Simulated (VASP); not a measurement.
# Cd in VASP: a series of runs

Runs on Cd. Level: PBEsol. Tasks: single point.

Everything below comes from runs of VASP 6.6.1. Logs are shortened: lines on timing, memory, paths and dates and some standing lists are left out, and cuts for length are marked.

### 1 The cell of the first run

It takes space group Fm-3m (No. 225, cubic). Conventional cell: a = 4.303 Å, b = 4.303 Å, c = 4.303 Å, α = 90.00°, β = 90.00°, γ = 90.00°. Cd (site symmetry m-3m) has 12 Cd at 3.04 Å within 4.0 Å.

This isn't the form of Cd at room conditions, which is hcp.

### 2 Single point, PBEsol (strain -0.030 along x and y, -0.030 along z)

INCAR

```
ALGO = Fast
EDIFF = 1E-6
ENCUT = 520
GGA = PS
ISIF = 2
ISMEAR = 0
LASPH = True
LCHARG = True
LELF = True
LREAL = False
LVHAR = True
LWAVE = False
NBANDS = 12
NELM = 60
PREC = Accurate
SIGMA = 0.15
```

KPOINTS

```
k-points
0
Gamma
  18 18 18
```

POSCAR

```
Cd
1.0
    0.0000000000      2.1516052575      2.1516052575
    2.1516052575      0.0000000000      2.1516052575
    2.1516052575      2.1516052575      0.0000000000
Cd
1
Direct
    0.0000000000      0.0000000000      0.0000000000
```

Potentials or basis: VASP PAW PBE potentials, release 64 (Cd).

On the command line:

```bash
$ cat potpaw_PBE.64/Cd/POTCAR > POTCAR
$ mpirun -np 1 vasp_std > vasp.out
```

OUTCAR:

```text
EDIFF = 1E-6
   ENCUT = 520
   GGA = PS
   ISIF = 2
   ISMEAR = 0
   LASPH = True
   LREAL = False
   NELM = 60
   PREC = Accurate

 ion  position               nearest neighbor table
   1  0.000  0.000  0.000-

  LATTYP: Found a face centered cubic cell.
 ALAT       =     4.3032105150

  Lattice vectors:

 A1 = (   0.0000000000,   2.1516052575,   2.1516052575)
 A2 = (   2.1516052575,   0.0000000000,   2.1516052575)
 A3 = (   2.1516052575,   2.1516052575,   0.0000000000)

Analysis of symmetry for initial positions (statically):
=====================================================================
 Subroutine PRICEL returns:
 Original cell was already a primitive cell.

 Routine SETGRP: Setting up the symmetry group for a
 face centered cubic supercell.

 Subroutine GETGRP returns: Found 48 space group operations
 (whereof 48 operations were pure point group operations)
 out of a pool of 48 trial point group operations.

The static configuration has the point symmetry O_h .

Analysis of symmetry for dynamics (positions and initial velocities):
=====================================================================
 Subroutine PRICEL returns:
 Original cell was already a primitive cell.

 Routine SETGRP: Setting up the symmetry group for a
 face centered cubic supercell.

 Subroutine GETGRP returns: Found 48 space group operations
 (whereof 48 operations were pure point group operations)
 out of a pool of 48 trial point group operations.

The dynamic configuration has the point symmetry O_h .

 Subroutine INISYM returns: Found 48 space group operations
 (whereof 48 operations are pure point group operations),
 and found     1 'primitive' translations

----------------------------------------------------------------------------------------

                                     Primitive cell

  volume of cell :      19.9213

  direct lattice vectors                    reciprocal lattice vectors
     0.000000000  2.151605257  2.151605257    -0.232384634  0.232384634  0.232384634
     2.151605257  0.000000000  2.151605257     0.232384634 -0.232384634  0.232384634
     2.151605257  2.151605257  0.000000000     0.232384634  0.232384634 -0.232384634

  length of vectors
     3.042829336  3.042829336  3.042829336     0.402501993  0.402501993  0.402501993

  position of ions in fractional coordinates (direct lattice)
     0.000000000  0.000000000  0.000000000

  ion indices of the primitive-cell ions
   primitive index   ion index
                 1           1

----------------------------------------------------------------------------------------

 KPOINTS: k-points

Automatic generation of k-mesh.
 Grid dimensions read from file:
 generate k-points for:   18   18   18

 Generating k-lattice:

  Cartesian coordinates                     Fractional coordinates (reciprocal lattice)
    -0.012910257  0.012910257  0.012910257     0.055555556  0.000000000  0.000000000
     0.012910257 -0.012910257  0.012910257     0.000000000  0.055555556  0.000000000
     0.012910257  0.012910257 -0.012910257     0.000000000  0.000000000  0.055555556

  Length of vectors
     0.022361222  0.022361222  0.022361222

  Shift w.r.t. Gamma in fractional coordinates (k-lattice)
     0.000000000  0.000000000  0.000000000

 Subroutine IBZKPT returns following result:
 ===========================================

 Found    195 irreducible k-points:

 Following reciprocal coordinates:
            Coordinates               Weight
  0.000000  0.000000  0.000000      1.000000
  0.055556  0.000000  0.000000      8.000000
  0.111111  0.000000  0.000000      8.000000
  0.166667  0.000000  0.000000      8.000000
  0.222222  0.000000  0.000000      8.000000
  0.277778  0.000000  0.000000      8.000000
[... 16 lines left out ...]
 -0.277778  0.055556  0.000000     24.000000
 -0.222222  0.055556  0.000000     24.000000
 [... further k-points ...]
   k-points           NKPTS =    195   k-points in BZ     NKDIM =    195   number of bands    NBANDS=     12
   number of dos      NEDOS =    301   number of ions     NIONS =      1
   total plane-waves  NPLWV =  13824
   dimension x,y,z NGX =    24 NGY =   24 NGZ =   24
   dimension x,y,z NGXF=    48 NGYF=   48 NGZF=   48
   ions per type =               1
   NGX,Y,Z   is equivalent  to a cutoff of  13.11, 13.11, 13.11 a.u.
   NGXF,Y,Z  is equivalent  to a cutoff of  26.22, 26.22, 26.22 a.u.
 SYSTEM =  unknown system
   PREC   = accura    normal or accurate (medium, high low for compatibility)
   ISTART =      0    job   : 0-new  1-cont  2-samecut
   ICHARG =      2    charge: 1-file 2-atom 10-const
   ISPIN  =      1    spin polarized calculation?
   LNONCOLLINEAR =      F non collinear calculations
   LSORBIT =      F    spin-orbit coupling
   LASPH  =      T    aspherical Exc in radial PAW
   ENCUT  =  520.0 eV  38.22 Ry    6.18 a.u.   5.66  5.66  5.66*2*pi/ulx,y,z
   NELM   =     60;   NELMIN=  2; NELMDL= -5     # of ELM steps
   EDIFF  = 0.1E-05   stopping-criterion for ELM
   LREAL  =      F    real-space projection
   EDIFFG = 0.1E-04   stopping-criterion for IOM
   NSW    =      0    number of steps for IOM
   IBRION =     -1    ionic relax: 0-MD 1-quasi-New 2-CG
   NFREE  =      0    steps in history (QN), initial steepest desc. (CG)
   ISIF   =      2    stress and relaxation
   ISYM   =      2    0-nonsym 1-usesym 2-fastsym
   POTIM  = 0.5000    time-step for ionic-motion
   TEBEG  =    0.0;   TEEND  =   0.0 temperature during run
   PSTRESS=    0.0 pullay stress
   NELECT =      12.0000    total number of electrons
   NUPDOWN=      -1.0000    fix difference up-down
   EMIN   =  10.00;   EMAX   =-10.00  energy-range for DOS
   EFERMI =   0.00;   METHOD = LEGACY
   ISMEAR =     0;   SIGMA  =   0.15  broadening in eV -4-tet -1-fermi 0-gaus
   EFERMI_NEDOS =   21; number of points for ismear=-14 and -15
   IALGO  =     68    algorithm
   IMIX   =      4    mixing-type and parameters
     AMIX     =   0.40;   BMIX     =  1.00
     AMIX_MAG =   1.60;   BMIX_MAG =  1.00
  volume/ion in A,a.u.               =      19.92       134.44
  Fermi-wavevector in a.u.,A,eV,Ry     =   1.382598  2.612732 26.008594  1.911578
  Thomas-Fermi vector in A             =   2.507275
   LORBIT       =      0    0 simple, 1 ext, 2 COOP (PROOUT), +10 PAW based schemes
   GGA     = PS    functional components
   LHFCALC =     F    Hartree Fock is set to
   AEXX    =    0.0000 exact exchange contribution
   IVDW    =     0    specifies the selected vdW correction
   LEPSILON=     F    determine dielectric tensor
   LRPA    =     F    only Hartree local field effects (RPA)
 non-spin polarized calculation
 RMM-DIIS sequential band-by-band and
 Gauss-broadening in eV      SIGMA  =   0.15
  energy-cutoff  :      520.00
  volume of cell :       19.92
 maximum number of plane-waves:       548
   NGX = 11   NGY = 11   NGZ = 11

 number of electron      11.9999994 magnetization

 Free energy of the ion-electron system (eV)
  ---------------------------------------------------
  ext. energy  EPLUGINS =         0.00000000
  ---------------------------------------------------
  free energy    TOTEN  =        -1.17592753 eV

  energy without entropy =       -1.17231382  energy(sigma->0) =       -1.17412067

 E-fermi :   3.2973     XC(G=0): -11.6581

 val. band max:        3.2520806561   @ k =   0.4444   0.0000   0.0000
 cond. band min:       3.3522506092   @ k =  -0.3889   0.3889   0.0556
 fundamental gap:      0.1001699531
 Fermi energy:         3.2973351041

 k-point     1 :       0.0000    0.0000    0.0000
  band No.  band energies     occupation
      1      -6.1862      2.00000
      2      -5.9933      2.00000
      3      -5.9933      2.00000
      4      -5.9933      2.00000
      5      -5.4343      2.00000
      6      -5.4343      2.00000
      7      17.5559      0.00000
      8      19.1778      0.00000
      9      19.1778      0.00000
     10      19.1778      0.00000
     11      22.7532      0.00000
     12      22.7532      0.00000

 k-point     2 :       0.0556    0.0000    0.0000
  band No.  band energies     occupation
      1      -6.1127      2.00000
      2      -5.9911      2.00000
      3      -5.9774      2.00000
      4      -5.9774      2.00000
      5      -5.4386      2.00000
      6      -5.4386      2.00000
      7      17.2553      0.00000
      8      18.3004      0.00000
      9      19.0550      0.00000
     10      19.0550      0.00000
     11      22.9610      0.00000
     12      22.9821      0.00000

 k-point     3 :       0.1111    0.0000    0.0000
  band No.  band energies     occupation
      1      -6.1017      2.00000
      2      -5.9361      2.00000
      3      -5.9361      2.00000
      4      -5.7727      2.00000
      5      -5.4458      2.00000
      6      -5.4458      2.00000
      7      15.5138      0.00000
      8      17.9506      0.00000
      9      18.7525      0.00000
     10      18.7525      0.00000
     11      22.8574      0.00000
     12      23.4521      0.00000
[... 286 lines left out ...]
 k-point    23 :      -0.2778    0.0556    0.0000
  band No.  band energies     occupation
      1      -6.4039      2.00000
      2      -5.9008      2.00000
      3      -5.8750      2.00000
      4      -5.3297      2.00000
      5      -5.2512      2.00000
      6      -3.3647      2.00000
      7       8.3198      0.00000
      8      15.5165      0.00000
      9      17.8661      0.00000
     10      18.4830      0.00000
     11      21.1735      0.00000
     12      21.5407      0.00000

 k-point    24 :      -0.2222    0.0556    0.0000
  band No.  band energies     occupation
      1      -6.2965      2.00000
      2      -5.8790      2.00000
      3      -5.8496      2.00000
      4      -5.4372      2.00000
      5      -5.3584      2.00000
      6      -4.2576      2.00000
      7      10.4345      0.00000
      8      15.7608      0.00000
      9      18.3574      0.00000
     10      19.0995      0.00000
     11      21.4464      0.00000
     12      21.7316      0.00000

 [... further k-points ...]

------------------------ aborting loop because EDIFF is reached ----------------------------------------

  FORCE on cell =-STRESS in cart. coord.  units (eV):
  Direction    XX          YY          ZZ          XY          YZ          ZX
  --------------------------------------------------------------------------------------
  -------------------------------------------------------------------------------------
  Total        0.4781417      0.4781417      0.4781417      0.0000000     -0.0000000      0.0000000
  in kB       38.4546978     38.4546978     38.4546978      0.0000000     -0.0000000      0.0000000
  external PRESSURE =      38.4546978 kB  Pullay stress =       0.0000000 kB

 VOLUME and BASIS-vectors are now :
 -----------------------------------------------------------------------------
  energy-cutoff  :      520.00
  volume of cell :       19.92
      direct lattice vectors                 reciprocal lattice vectors
     0.000000000  2.151605257  2.151605257    -0.232384634  0.232384634  0.232384634
     2.151605257  0.000000000  2.151605257     0.232384634 -0.232384634  0.232384634
     2.151605257  2.151605257  0.000000000     0.232384634  0.232384634 -0.232384634

 POSITION                                       TOTAL-FORCE (eV/Angst)
 -----------------------------------------------------------------------------------
      0.00000      0.00000      0.00000        -0.000000      0.000000     -0.000000
 -----------------------------------------------------------------------------------
    total drift:                               -0.000000      0.000000      0.000000

  FREE ENERGIE OF THE ION-ELECTRON SYSTEM (eV)
  ---------------------------------------------------
  free  energy   TOTEN  =        -1.1759275251 eV

  energy  without entropy=       -1.1723138172  energy(sigma->0) =       -1.17412067
```

Run time: 14 s. Hardware: 1 thread of Intel Xeon 6975P-C (Granite Rapids), shared host; peak memory 0.17 GiB.

What came out:

* Free energy: -1.1759 eV
* Pressure: 3.8 GPa
* Band gap on the k mesh: zero (bands 6 and 7 overlap by 2.71 eV)

Levels at points of the mesh, in eV from the Fermi level:
| k point | band 2 | band 3 | band 4 | band 5 | band 6 | band 7 | band 8 | band 9 | band 10 | band 11 |
| --- | --- | --- | --- | --- | --- | --- | --- | --- | --- | --- |
| (0.00, 0.00, 0.00) | -9.29 | -9.29 | -9.29 | -8.73 | -8.73 | 14.26 | 15.88 | 15.88 | 15.88 | 19.46 |
| (0.50, 0.00, 0.00) | -9.29 | -9.29 | -8.28 | -8.28 | -2.68 | -1.13 | 13.33 | 13.40 | 13.40 | 17.37 |
| (0.50, 0.50, 0.00) | -10.02 | -8.30 | -8.16 | -8.16 | -1.03 | 1.78 | 7.12 | 7.12 | 11.78 | 11.97 |

Caveat: the cell differs from its parent crystal (strain -0.030 along x and y, -0.030 along z); the cell stands under pressure; the PAW data sets were made with another functional, which shifts forces and pressure a little.

### 3 Single point, PBEsol (strain -0.030 along x and y, -0.015 along z)

INCAR

```
ALGO = Normal
EDIFF = 1E-6
ENCUT = 520
GGA = PS
ISIF = 2
ISMEAR = 0
LASPH = T
LCHARG = F
LREAL = F
LWAVE = F
NBANDS = 12
NELM = 80
PREC = Accurate
SIGMA = 0.15
```

KPOINTS is that of step 2.

POSCAR

```
Cd
1.0
    0.0000000000      2.1516052575      2.1848775037
    2.1516052575      0.0000000000      2.1848775037
    2.1516052575      2.1516052575      0.0000000000
Cd
1
Direct
    0.0000000000      0.0000000000      0.0000000000
```

Potentials or basis: VASP PAW PBE potentials, release 64 (Cd).

On the command line:

```bash
$ cat potpaw_PBE.64/Cd/POTCAR > POTCAR
$ mpirun -np 1 vasp_std > vasp.out
```

OUTCAR:

```text
EDIFF = 1E-6
   ENCUT = 520
   GGA = PS
   ISIF = 2
   ISMEAR = 0
   LASPH = T
   LREAL = F
   NELM = 80
   PREC = Accurate

 ion  position               nearest neighbor table
   1  0.000  0.000  0.000-

  LATTYP: Found a body centered tetragonal cell.
 ALAT       =     3.0428293360
 C/A-ratio  =     1.4360828442

  Lattice vectors:

 A1 = (  -2.1516052575,   0.0000000000,   2.1848775037)
 A2 = (   2.1516052575,   0.0000000000,   2.1848775037)
 A3 = (   0.0000000000,   2.1516052575,  -2.1848775037)

Analysis of symmetry for initial positions (statically):
=====================================================================
 Subroutine PRICEL returns:
 Original cell was already a primitive cell.

 Routine SETGRP: Setting up the symmetry group for a
 body centered tetragonal supercell.

 Subroutine GETGRP returns: Found 16 space group operations
 (whereof 16 operations were pure point group operations)
 out of a pool of 16 trial point group operations.

The static configuration has the point symmetry D_4h.

Analysis of symmetry for dynamics (positions and initial velocities):
=====================================================================
 Subroutine PRICEL returns:
 Original cell was already a primitive cell.

 Routine SETGRP: Setting up the symmetry group for a
 body centered tetragonal supercell.

 Subroutine GETGRP returns: Found 16 space group operations
 (whereof 16 operations were pure point group operations)
 out of a pool of 16 trial point group operations.

The dynamic configuration has the point symmetry D_4h.

 Subroutine INISYM returns: Found 16 space group operations
 (whereof 16 operations are pure point group operations),
 and found     1 'primitive' translations

----------------------------------------------------------------------------------------

                                     Primitive cell

  volume of cell :      20.2294

[... 112 lines left out ...]
   LHFCALC =     F    Hartree Fock is set to
   AEXX    =    0.0000 exact exchange contribution
   IVDW    =     0    specifies the selected vdW correction
   LEPSILON=     F    determine dielectric tensor
   LRPA    =     F    only Hartree local field effects (RPA)
 non-spin polarized calculation
 Gauss-broadening in eV      SIGMA  =   0.15
  energy-cutoff  :      520.00
  volume of cell :       20.23
 maximum number of plane-waves:       557
   NGX = 11   NGY = 11   NGZ = 11

 number of electron      11.9999997 magnetization

 Free energy of the ion-electron system (eV)
  ---------------------------------------------------
  ext. energy  EPLUGINS =         0.00000000
  ---------------------------------------------------
  free energy    TOTEN  =        -1.18165241 eV

  energy without entropy =       -1.17782077  energy(sigma->0) =       -1.17973659

 E-fermi :   3.1740     XC(G=0): -11.5738

 val. band max:        3.1654638775   @ k =  -0.1667   0.4444   0.3889
 cond. band min:       3.1962287004   @ k =  -0.3333   0.2778   0.1667
 fundamental gap:      0.0307648229
 Fermi energy:         3.1740347613

 k-point     1 :       0.0000    0.0000    0.0000
  band No.  band energies     occupation
      1      -6.1842      2.00000
      2      -6.1050      2.00000
      3      -6.0456      2.00000
      4      -6.0456      2.00000
      5      -5.5523      2.00000
      6      -5.4976      2.00000
      7      17.3852      0.00000
      8      18.9019      0.00000
      9      18.9071      0.00000
     10      18.9071      0.00000
     11      22.4212      0.00000
     12      22.4369      0.00000
[... 331 lines left out ...]
 k-point    24 :      -0.2222    0.0556    0.0000
  band No.  band energies     occupation
      1      -6.3517      2.00000
      2      -5.9787      2.00000
      3      -5.9036      2.00000
      4      -5.5175      2.00000
      5      -5.4529      2.00000
      6      -4.2834      2.00000
      7      10.2058      0.00000
      8      15.3791      0.00000
      9      18.2279      0.00000
     10      18.8781      0.00000
     11      21.3015      0.00000
     12      21.6778      0.00000

 [... further k-points ...]

------------------------ aborting loop because EDIFF is reached ----------------------------------------

  FORCE on cell =-STRESS in cart. coord.  units (eV):
  Direction    XX          YY          ZZ          XY          YZ          ZX
  --------------------------------------------------------------------------------------
  -------------------------------------------------------------------------------------
  Total        0.3689805      0.3689805      0.2715858      0.0000000      0.0000000      0.0000000
  in kB       29.2234622     29.2234622     21.5097483      0.0000000      0.0000000      0.0000000
  external PRESSURE =      26.6522242 kB  Pullay stress =       0.0000000 kB

 VOLUME and BASIS-vectors are now :
 -----------------------------------------------------------------------------
  energy-cutoff  :      520.00
  volume of cell :       20.23
      direct lattice vectors                 reciprocal lattice vectors
     0.000000000  2.151605257  2.184877504    -0.232384634  0.232384634  0.228845782
     2.151605257  0.000000000  2.184877504     0.232384634 -0.232384634  0.228845782
     2.151605257  2.151605257  0.000000000     0.232384634  0.232384634 -0.228845782

 POSITION                                       TOTAL-FORCE (eV/Angst)
 -----------------------------------------------------------------------------------
      0.00000      0.00000      0.00000         0.000000     -0.000000      0.000000
 -----------------------------------------------------------------------------------
    total drift:                               -0.000000      0.000000     -0.000000

  FREE ENERGIE OF THE ION-ELECTRON SYSTEM (eV)
  ---------------------------------------------------
  free  energy   TOTEN  =        -1.1816524138 eV

  energy  without entropy=       -1.1778207704  energy(sigma->0) =       -1.17973659
```

Run time: 39 s. Hardware: 1 thread of Intel Xeon 6975P-C (Granite Rapids), shared host; peak memory 0.22 GiB.

Results:

| Property | Result |
| --- | --- |
| Free energy | -1.1817 eV |
| Pressure | 2.7 GPa |
| Band gap on the k mesh | zero (bands 6 and 7 overlap by 2.84 eV) |

Levels at points of the mesh, in eV from the Fermi level:
```csv
k point,band 2,band 3,band 4,band 5,band 6,band 7,band 8,band 9,band 10,band 11
"(0.00, 0.00, 0.00)",-9.28,-9.22,-9.22,-8.73,-8.67,14.21,15.73,15.73,15.73,19.25
"(0.50, 0.00, 0.00)",-9.26,-9.21,-8.27,-8.25,-2.62,-1.15,12.94,13.42,13.45,17.04
"(0.50, 0.50, 0.00)",-9.94,-8.28,-8.15,-8.15,-1.13,1.49,7.25,7.25,11.82,12.02
"(0.50, 0.00, 0.50)",-9.94,-8.29,-8.17,-8.13,-0.92,1.83,6.96,7.01,11.59,11.74
```

Caveat: the cell differs from its parent crystal (strain -0.030 along x and y, -0.015 along z); the PAW data sets were made with another functional, which shifts forces and pressure a little.

(Part 1 of 2 ends here.)
